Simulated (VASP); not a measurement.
# BaO (a.bA) (Fm-3m) in VASP: notebook

The runs below take BaO (a.bA) through single point, with PBEsol.

Program: VASP 6.6.1. These are calculated values, not measurements. Logs are shortened: lines on timing, memory, paths and dates and some standing lists are left out, and cuts for length are marked.

**1. The cell of the first run**

Symmetry: Fm-3m, No. 225, cubic system. Conventional cell: a = 5.520 Å, b = 5.520 Å, c = 5.520 Å, α = 90.00°, β = 90.00°, γ = 90.00°. Ba (site symmetry m-3m) has 6 O at 2.76 Å within 3.6 Å. Within 3.6 Å of O (site symmetry m-3m) lie 6 Ba at 2.76 Å.

**2. Single point, PBEsol**

Input file INCAR:

```
SYSTEM = BaO
PREC = Accurate
ENCUT = 600
EDIFF = 1E-6
ISMEAR = 0
SIGMA = 0.1
LREAL = .False.
LASPH = .True.
NELM = 120
ALGO = Normal
ISIF = 2
LWAVE = .False.
LCHARG = .True.
GGA = PS
LELF = .True.
LVHAR = .True.
NBANDS = 15
GGA_COMPAT = .False.
```

Input file KPOINTS:

```
regular mesh
0
Gamma
  6 6 6
  0 0 0
```

Input file POSCAR:

```
BaO
1.0
    0.0000000000      2.7600000000      2.7600000000
    2.7600000000      0.0000000000      2.7600000000
    2.7600000000      2.7600000000      0.0000000000
Ba O
1 1
Direct
    0.0000000000      0.0000000000      0.0000000000
    0.5000000000      0.5000000000      0.5000000000
```

Potentials or basis: VASP PAW PBE potentials, release 64 (Ba_sv, O).

On the command line:

```console
$ cat potpaw_PBE.64/Ba_sv/POTCAR potpaw_PBE.64/O/POTCAR > POTCAR
$ mpirun -np 1 vasp_std > vasp.out
```

OUTCAR:

```text
SYSTEM = BaO
   PREC = Accurate
   ENCUT = 600
   EDIFF = 1E-6
   ISMEAR = 0
   LREAL = .False.
   LASPH = .True.
   NELM = 120
   ISIF = 2
   GGA = PS

 ion  position               nearest neighbor table
   1  0.000  0.000  0.000-   2 2.76   2 2.76   2 2.76   2 2.76   2 2.76   2 2.76
   2  0.500  0.500  0.500-   1 2.76   1 2.76   1 2.76   1 2.76   1 2.76   1 2.76

  LATTYP: Found a face centered cubic cell.
 ALAT       =     5.5200000000

  Lattice vectors:

 A1 = (   0.0000000000,   2.7600000000,   2.7600000000)
 A2 = (   2.7600000000,   0.0000000000,   2.7600000000)
 A3 = (   2.7600000000,   2.7600000000,   0.0000000000)

Analysis of symmetry for initial positions (statically):
=====================================================================
 Subroutine PRICEL returns:
 Original cell was already a primitive cell.

 Routine SETGRP: Setting up the symmetry group for a
 face centered cubic supercell.

 Subroutine GETGRP returns: Found 48 space group operations
 (whereof 48 operations were pure point group operations)
 out of a pool of 48 trial point group operations.

The static configuration has the point symmetry O_h .

Analysis of symmetry for dynamics (positions and initial velocities):
=====================================================================
 Subroutine PRICEL returns:
 Original cell was already a primitive cell.

 Routine SETGRP: Setting up the symmetry group for a
 face centered cubic supercell.

 Subroutine GETGRP returns: Found 48 space group operations
 (whereof 48 operations were pure point group operations)
 out of a pool of 48 trial point group operations.

The dynamic configuration has the point symmetry O_h .

 Subroutine INISYM returns: Found 48 space group operations
 (whereof 48 operations are pure point group operations),
 and found     1 'primitive' translations

----------------------------------------------------------------------------------------

                                     Primitive cell

  volume of cell :      42.0492

  direct lattice vectors                    reciprocal lattice vectors
     0.000000000  2.760000000  2.760000000    -0.181159420  0.181159420  0.181159420
     2.760000000  0.000000000  2.760000000     0.181159420 -0.181159420  0.181159420
     2.760000000  2.760000000  0.000000000     0.181159420  0.181159420 -0.181159420

  length of vectors
     3.903229432  3.903229432  3.903229432     0.313777320  0.313777320  0.313777320

  position of ions in fractional coordinates (direct lattice)
     0.000000000  0.000000000  0.000000000
     0.500000000  0.500000000  0.500000000

  ion indices of the primitive-cell ions
   primitive index   ion index
                 1           1
                 2           2

----------------------------------------------------------------------------------------

 KPOINTS: regular mesh

Automatic generation of k-mesh.
 Grid dimensions read from file:
 generate k-points for:    6    6    6

 Generating k-lattice:

  Cartesian coordinates                     Fractional coordinates (reciprocal lattice)
    -0.030193237  0.030193237  0.030193237     0.166666667  0.000000000  0.000000000
     0.030193237 -0.030193237  0.030193237     0.000000000  0.166666667  0.000000000
     0.030193237  0.030193237 -0.030193237     0.000000000  0.000000000  0.166666667

  Length of vectors
     0.052296220  0.052296220  0.052296220

  Shift w.r.t. Gamma in fractional coordinates (k-lattice)
     0.000000000  0.000000000  0.000000000

 Subroutine IBZKPT returns following result:
 ===========================================

 Found     16 irreducible k-points:

 Following reciprocal coordinates:
            Coordinates               Weight
  0.000000  0.000000  0.000000      1.000000
  0.166667  0.000000  0.000000      8.000000
  0.333333  0.000000  0.000000      8.000000
  0.500000  0.000000  0.000000      4.000000
  0.166667  0.166667  0.000000      6.000000
  0.333333  0.166667  0.000000     24.000000
[... 8 lines left out ...]
 -0.333333  0.333333  0.166667     24.000000
 -0.333333  0.500000  0.166667     12.000000
   k-points           NKPTS =     16   k-points in BZ     NKDIM =     16   number of bands    NBANDS=     15
   number of dos      NEDOS =    301   number of ions     NIONS =      2
   total plane-waves  NPLWV =  32768
   dimension x,y,z NGX =    32 NGY =   32 NGZ =   32
   dimension x,y,z NGXF=    64 NGYF=   64 NGZF=   64
   ions per type =               1   1
   NGX,Y,Z   is equivalent  to a cutoff of  13.63, 13.63, 13.63 a.u.
   NGXF,Y,Z  is equivalent  to a cutoff of  27.26, 27.26, 27.26 a.u.
 SYSTEM =  BaO
   PREC   = accura    normal or accurate (medium, high low for compatibility)
   ISTART =      0    job   : 0-new  1-cont  2-samecut
   ICHARG =      2    charge: 1-file 2-atom 10-const
   ISPIN  =      1    spin polarized calculation?
   LNONCOLLINEAR =      F non collinear calculations
   LSORBIT =      F    spin-orbit coupling
   LASPH  =      T    aspherical Exc in radial PAW
   ENCUT  =  600.0 eV  44.10 Ry    6.64 a.u.   7.80  7.80  7.80*2*pi/ulx,y,z
   NELM   =    120;   NELMIN=  2; NELMDL= -5     # of ELM steps
   EDIFF  = 0.1E-05   stopping-criterion for ELM
   LREAL  =      F    real-space projection
   EDIFFG = 0.1E-04   stopping-criterion for IOM
   NSW    =      0    number of steps for IOM
   IBRION =     -1    ionic relax: 0-MD 1-quasi-New 2-CG
   NFREE  =      0    steps in history (QN), initial steepest desc. (CG)
   ISIF   =      2    stress and relaxation
   ISYM   =      2    0-nonsym 1-usesym 2-fastsym
   POTIM  = 0.5000    time-step for ionic-motion
   TEBEG  =    0.0;   TEEND  =   0.0 temperature during run
   PSTRESS=    0.0 pullay stress
   NELECT =      16.0000    total number of electrons
   NUPDOWN=      -1.0000    fix difference up-down
   EMIN   =  10.00;   EMAX   =-10.00  energy-range for DOS
   EFERMI =   0.00;   METHOD = LEGACY
   ISMEAR =     0;   SIGMA  =   0.10  broadening in eV -4-tet -1-fermi 0-gaus
   EFERMI_NEDOS =   21; number of points for ismear=-14 and -15
   IALGO  =     38    algorithm
   IMIX   =      4    mixing-type and parameters
     AMIX     =   0.40;   BMIX     =  1.00
     AMIX_MAG =   1.60;   BMIX_MAG =  1.00
  volume/ion in A,a.u.               =      21.02       141.88
  Fermi-wavevector in a.u.,A,eV,Ry     =   1.186303  2.241788 19.147691  1.407316
  Thomas-Fermi vector in A             =   2.322479
   LORBIT       =      0    0 simple, 1 ext, 2 COOP (PROOUT), +10 PAW based schemes
   GGA     = PS    functional components
   LHFCALC =     F    Hartree Fock is set to
   AEXX    =    0.0000 exact exchange contribution
   IVDW    =     0    specifies the selected vdW correction
   LEPSILON=     F    determine dielectric tensor
   LRPA    =     F    only Hartree local field effects (RPA)
 non-spin polarized calculation
 Gauss-broadening in eV      SIGMA  =   0.10
  energy-cutoff  :      600.00
  volume of cell :       42.05
 maximum number of plane-waves:      1420
   NGX = 15   NGY = 15   NGZ = 15

 number of electron      15.9999998 magnetization

 Free energy of the ion-electron system (eV)
  ---------------------------------------------------
  ext. energy  EPLUGINS =         0.00000000
  ---------------------------------------------------
  free energy    TOTEN  =       -12.40033412 eV

  energy without entropy =      -12.40033412  energy(sigma->0) =      -12.40033412

 E-fermi :   2.2169     XC(G=0):  -9.9024

 val. band max:        1.7781598846   @ k =   0.5000   0.5000   0.0000
 cond. band min:       3.6100923355   @ k =   0.5000   0.5000   0.0000
 fundamental gap:      1.8319324508
 Fermi energy:         2.2169377411

 k-point     1 :       0.0000    0.0000    0.0000
  band No.  band energies     occupation
      1     -24.0647      2.00000
      2     -13.1820      2.00000
      3      -8.5335      2.00000
      4      -8.5335      2.00000
      5      -8.5335      2.00000
      6       1.3975      2.00000
      7       1.3975      2.00000
      8       1.3975      2.00000
      9       5.1868      0.00000
     10       6.4047      0.00000
     11       6.4047      0.00000
     12       6.4047      0.00000
     13       8.7186      0.00000
     14       8.7186      0.00000
     15      11.5401      0.00000

 k-point     2 :       0.1667    0.0000    0.0000
  band No.  band energies     occupation
      1     -23.9987      2.00000
      2     -13.3741      2.00000
      3      -8.5964      2.00000
      4      -8.5658      2.00000
      5      -8.5658      2.00000
      6       0.8323      2.00000
      7       1.0532      2.00000
      8       1.0532      2.00000
      9       6.0931      0.00000
     10       6.4259      0.00000
     11       6.9225      0.00000
     12       6.9225      0.00000
     13       9.4189      0.00000
     14       9.4189      0.00000
     15      13.1907      0.00000

 k-point     3 :       0.3333    0.0000    0.0000
  band No.  band energies     occupation
      1     -23.8616      2.00000
      2     -13.7596      2.00000
      3      -8.7084      2.00000
      4      -8.6281      2.00000
      5      -8.6281      2.00000
      6       0.0159      2.00000
      7       0.4759      2.00000
      8       0.4759      2.00000
      9       6.3327      0.00000
     10       8.1729      0.00000
     11       8.1729      0.00000
     12       8.5949      0.00000
     13      10.9830      0.00000
     14      10.9830      0.00000
     15      15.5549      0.00000

 k-point     4 :       0.5000    0.0000    0.0000
  band No.  band energies     occupation
      1     -23.7901      2.00000
      2     -13.9531      2.00000
      3      -8.7582      2.00000
      4      -8.6581      2.00000
      5      -8.6581      2.00000
      6      -0.3206      2.00000
      7       0.2256      2.00000
      8       0.2256      2.00000
      9       6.6480      0.00000
     10       8.9539      0.00000
     11       8.9539      0.00000
     12       9.8401      0.00000
     13      12.3897      0.00000
     14      12.3897      0.00000
     15      15.1351      0.00000
[... 163 lines left out ...]
 k-point    14 :       0.5000    0.3333    0.1667
  band No.  band energies     occupation
      1     -23.7771      2.00000
      2     -13.6598      2.00000
      3      -9.2444      2.00000
      4      -9.2056      2.00000
      5      -8.6840      2.00000
      6       0.4698      2.00000
      7       0.7088      2.00000
      8       1.4109      2.00000
      9       5.3210      0.00000
     10       7.8081      0.00000
     11       8.9368      0.00000
     12       9.6712      0.00000
     13      11.0884      0.00000
     14      12.8539      0.00000
     15      14.5786      0.00000

 k-point    15 :      -0.3333    0.3333    0.1667
  band No.  band energies     occupation
      1     -23.7317      2.00000
      2     -13.6820      2.00000
      3      -9.4322      2.00000
      4      -9.4221      2.00000
      5      -8.6259      2.00000
      6       0.2779      2.00000
      7       1.1844      2.00000
      8       1.2075      2.00000
      9       6.4459      0.00000
     10       6.6930      0.00000
     11       9.1531      0.00000
     12      10.3752      0.00000
     13      11.7638      0.00000
     14      13.5808      0.00000
     15      14.2548      0.00000

 k-point    16 :      -0.3333    0.5000    0.1667
  band No.  band energies     occupation
      1     -23.7133      2.00000
      2     -13.5276      2.00000
      3      -9.8827      2.00000
      4      -9.4118      2.00000
      5      -8.7422      2.00000
      6       0.6618      2.00000
      7       1.5192      2.00000
      8       1.6531      2.00000
      9       4.9395      0.00000
     10       7.9139      0.00000
     11       8.4565      0.00000
     12      11.3688      0.00000
     13      11.6493      0.00000
     14      13.8009      0.00000
     15      14.1117      0.00000

------------------------ aborting loop because EDIFF is reached ----------------------------------------

  FORCE on cell =-STRESS in cart. coord.  units (eV):
  Direction    XX          YY          ZZ          XY          YZ          ZX
  --------------------------------------------------------------------------------------
  -------------------------------------------------------------------------------------
  Total        0.1269939      0.1269939      0.1269939      0.0000000      0.0000000     -0.0000000
  in kB        4.8387824      4.8387824      4.8387824      0.0000000      0.0000000     -0.0000000
  external PRESSURE =       4.8387824 kB  Pullay stress =       0.0000000 kB

 VOLUME and BASIS-vectors are now :
 -----------------------------------------------------------------------------
  energy-cutoff  :      600.00
  volume of cell :       42.05
      direct lattice vectors                 reciprocal lattice vectors
     0.000000000  2.760000000  2.760000000    -0.181159420  0.181159420  0.181159420
     2.760000000  0.000000000  2.760000000     0.181159420 -0.181159420  0.181159420
     2.760000000  2.760000000  0.000000000     0.181159420  0.181159420 -0.181159420

 POSITION                                       TOTAL-FORCE (eV/Angst)
 -----------------------------------------------------------------------------------
      0.00000      0.00000      0.00000         0.000000      0.000000      0.000000
      2.76000      2.76000      2.76000         0.000000      0.000000      0.000000
 -----------------------------------------------------------------------------------
    total drift:                                0.000000     -0.000000      0.000000

  FREE ENERGIE OF THE ION-ELECTRON SYSTEM (eV)
  ---------------------------------------------------
  free  energy   TOTEN  =       -12.4003341218 eV

  energy  without entropy=      -12.4003341218  energy(sigma->0) =      -12.40033412
```

Run time: 11 s. Hardware: 1 thread of Intel Xeon 6975P-C, shared host; peak memory 0.18 GiB.

What came out:

- Free energy: -12.4003 eV
- Pressure: 0.5 GPa
- Band gap on the k mesh: 1.83 eV, direct

Caveat: the PAW data sets were made with another functional, which shifts forces and pressure a little; spin-orbit coupling is left out, which moves the levels of the heavy elements.

**3. Single point, PBEsol**

This run uses another cell than the first one, of 20.68 Å³/atom, 0.984 times its volume.

Input file INCAR:

```
SYSTEM = BaO
  PREC = Accurate
  ENCUT = 600
  EDIFF = 1E-6
  ISMEAR = 0
  SIGMA = 0.02
  LREAL = .FALSE.
  LASPH = .TRUE.
  NELM = 120
  ALGO = Normal
  ISIF = 2
  LWAVE = .FALSE.
  LCHARG = .FALSE.
  GGA = PS
  NBANDS = 15
  GGA_COMPAT = .FALSE.
```

Input file KPOINTS:

```
Automatic mesh
0
G
  8 8 8
  0 0 0
```

Input file POSCAR:

```
BaO
1.0
    0.0000000000      2.7450541016      2.7450541016
    2.7450541016      0.0000000000      2.7450541016
    2.7450541016      2.7450541016      0.0000000000
Ba O
1 1
Direct
    0.0000000000      0.0000000000      0.0000000000
    0.5000000000      0.5000000000      0.5000000000
```

Potentials or basis: VASP PAW PBE potentials, release 64 (Ba_sv, O).

On the command line:

```console
$ cat potpaw_PBE.64/Ba_sv/POTCAR potpaw_PBE.64/O/POTCAR > POTCAR
$ mpirun -np 1 vasp_std > vasp.out
```

Wall time 18 s (1 thread of Intel Xeon 6975P-C, shared host); peak memory 0.19 GiB.

Results (log left out):

```
Free energy            : -12.3949 eV
Pressure               : 1.8 GPa
Band gap on the k mesh : 1.77 eV, direct
```

Levels at points of the mesh, in eV from the valence-band top:
| k point | band 4 | band 5 | band 6 | band 7 | band 8 | band 9 | band 10 | band 11 | band 12 | band 13 |
| --- | --- | --- | --- | --- | --- | --- | --- | --- | --- | --- |
| (0.00, 0.00, 0.00) | -10.29 | -10.29 | -0.43 | -0.43 | -0.43 | 3.47 | 4.61 | 4.61 | 4.61 | 6.97 |
| (0.50, 0.00, 0.00) | -10.41 | -10.41 | -2.17 | -1.63 | -1.63 | 4.88 | 7.22 | 7.22 | 8.15 | 10.73 |
| (0.50, 0.50, 0.00) | -10.93 | -10.93 | -0.20 | -0.20 | 0.00 | 1.77 | 6.03 | 9.02 | 9.38 | 9.95 |

Caveat: the PAW data sets were made with another functional, which shifts forces and pressure a little; spin-orbit coupling is left out, which moves the levels of the heavy elements. Expect the measured gap to be larger: semilocal functionals such as PBEsol lack the derivative discontinuity.
